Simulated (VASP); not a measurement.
## AgBr: electric field gradients with PBE

AgBr:

```
Ag Br
1.0
     0.00000    2.88605    2.94377
     2.88605    0.00000    2.94377
     2.88605    2.88605    0.00000
Ag Br
1 1
Direct
  0.50000 0.50000 0.50000
  0.00000 0.00000 0.00000
```

This cell differs from its parent crystal: zz strain of +2 %.

| Item | Value |
| --- | --- |
| Program | VASP 6.6.1 |
| Task | electric field gradients |
| Functional | PBE |
| Potentials or basis | VASP PAW PBE potentials, release 64 (Ag, Br) |
| Cutoff | 400 eV |
| k mesh | 7 × 7 × 7 |
| Occupations | fermi-dirac, width 0.03 eV |
| Spin | no spin polarisation |
| Dipole correction | no |
| Further INCAR settings | ALGO = Normal; EDIFF = 1e-08; NBANDS = 16 |

* Pressure: 0.4 GPa
* Band gap on the k mesh: 0.69 eV (least direct gap 2.44 eV)
* Largest electric field gradient by atom: Ag +10.4; Br -19.7 V/Å²

Stress tensor (GPa, compression positive):
```
0.60 0.00 0.00
0.00 0.60 0.00
0.00 0.00 0.11
```

Levels at points of the mesh, in eV from the valence-band top:
| k point | band 5 | band 6 | band 7 | band 8 | band 9 | band 10 | band 11 | band 12 | band 13 | band 14 |
| --- | --- | --- | --- | --- | --- | --- | --- | --- | --- | --- |
| (0.00, 0.00, 0.00) | -2.62 | -2.62 | -1.82 | -1.82 | -1.75 | 0.69 | 9.89 | 9.96 | 9.96 | 11.24 |

Electric field gradients, principal values (V/Å²):
| atom | least | middle | greatest (by size) |
| --- | --- | --- | --- |
| 1 Ag | -5.212 | -5.215 | 10.427 |
| 2 Br | 9.835 | 9.836 | -19.671 |

It took 27 s on 1 thread of Intel(R) Xeon(R) Platinum 8375C CPU @ 2.90GHz (Ice Lake), on a shared host, peak memory 0.16 GiB.

Caveat: the cell differs from its parent crystal (zz strain of +2 %); semilocal functionals underestimate gaps, and a narrow one can read as zero; without QUAD_EFG the Cq values of the log hold for a quadrupole moment of 1 mb, not for the nuclei. A k mesh can miss the band edges.
